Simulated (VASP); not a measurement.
Set up this calculation in VASP 6.6.1, as the native input.

* Task: single point
* Functional: PBE
* Potentials or basis: VASP PAW PBE potentials, release 64 (Hf_pv, Al, N)
* Cutoff: 520 eV
* k mesh: 12 × 12 × 4
* Occupations: gaussian, width 0.1 eV
* Spin: no spin polarisation
* Dipole correction: no
* Further INCAR settings: ALGO = Normal; EDIFF = 1e-07; NBANDS = 50

The structure of Hf2AlN3 lies in POSCAR:

```
Hf2AlN3
1.0
    3.3634857633      0.0000000000      0.0000000000
   -1.6817428817      2.9128641163      0.0000000000
    0.0000000000      0.0000000000     16.6700946148
Hf Al N
4 2 6
Direct
    0.3333333333      0.6666666667      0.3386552899
    0.3333333333      0.6666666667      0.6653429113
    0.6666666667      0.3333333333      0.1653429113
    0.6666666667      0.3333333333      0.8386552899
    0.3333333333      0.6666666667      0.0002261759
    0.6666666667      0.3333333333      0.5002261759
    0.3333333333      0.6666666667      0.1146221749
    0.3333333333      0.6666666667      0.4708029708
    0.3333333333      0.6666666667      0.7953504673
    0.6666666667      0.3333333333      0.2953504673
    0.6666666667      0.3333333333      0.6146221749
    0.6666666667      0.3333333333      0.9708029708
```

These files were run (other wordings do the same):

INCAR

```
SYSTEM = Hf2AlN3
ALGO = Normal
EDIFF = 1E-7
ENCUT = 520
GGA = PE
ISIF = 2
ISMEAR = 0
LASPH = .TRUE.
LCHARG = .FALSE.
LREAL = .FALSE.
LWAVE = .FALSE.
NBANDS = 50
NELM = 80
PREC = Accurate
SIGMA = 0.1
```

KPOINTS

```
k-points
0
G
  12 12 4
  0 0 0
```

Potentials or basis: VASP PAW PBE potentials, release 64 (Hf_pv, Al, N).

Run with:

```bash
$ cat potpaw_PBE.64/Hf_pv/POTCAR potpaw_PBE.64/Al/POTCAR potpaw_PBE.64/N/POTCAR > POTCAR
$ mpirun -np 1 vasp_std > vasp.out
```

It gave:

```
Pressure               : -0.7 GPa
Largest force          : 0.063 eV/Å
Band gap on the k mesh : zero (bands 38 and 39 overlap by 0.83 eV)
```

Caveat: spin-orbit coupling is left out, which moves the levels of the heavy elements.

It took 7.7 min on 1 thread of Intel(R) Xeon(R) 6975P-C (Granite Rapids) (shared host), peak memory 0.54 GiB.
